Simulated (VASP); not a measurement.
# InSb: single point with LDA

Crystal: InSb.

```xyz
2
Lattice="0.0000 3.2391 3.2715 3.2391 0.0000 3.2715 3.2391 3.2391 0.0000" Properties=species:S:1:pos:R:3 pbc="T T T"
In    0.0000    0.0000    0.0000
Sb    4.8586    4.8586    4.9072
```

This cell differs from its parent crystal: zz strain of +1 %.

```
Program                : VASP 6.6.1
Task                   : single point
Functional             : LDA
Potentials or basis    : VASP PAW LDA potentials, release 64 (In_d, Sb)
Cutoff                 : 520 eV
k mesh                 : 10 × 10 × 10
Occupations            : fermi-dirac, width 0.03 eV
Spin                   : no spin polarisation
Dipole correction      : no
Further INCAR settings : ALGO = Normal; EDIFF = 1e-07; NBANDS = 16
```

| Item | Value |
| --- | --- |
| Pressure | -0.9 GPa |
| Band gap on the k mesh | zero (filled and empty bands touch) |

Stress tensor (GPa, compression positive):
```
-0.84  0.00  0.00
 0.00 -0.84  0.00
 0.00  0.00 -1.14
```

Levels at points of the mesh, in eV from the Fermi level:
```csv
k point,band 7,band 8,band 9,band 10,band 11,band 12
"(0.00, 0.00, 0.00)",-0.45,-0.06,-0.01,-0.01,2.87,2.87
"(0.50, 0.00, 0.00)",-5.66,-1.06,-1.00,0.37,3.71,3.76
"(0.50, 0.50, 0.00)",-5.99,-2.24,-2.24,1.27,1.28,7.95
"(0.50, 0.00, 0.50)",-5.95,-2.29,-2.29,1.20,1.22,7.94
```

It took 44 s on 1 thread of Intel(R) Xeon(R) 6975P-C (Granite Rapids), on a shared host, peak memory 0.25 GiB.

Caveat: the cell differs from its parent crystal (zz strain of +1 %); semilocal functionals underestimate gaps, so a narrow gap can read as zero; spin-orbit coupling is left out, which moves the levels of the heavy elements.
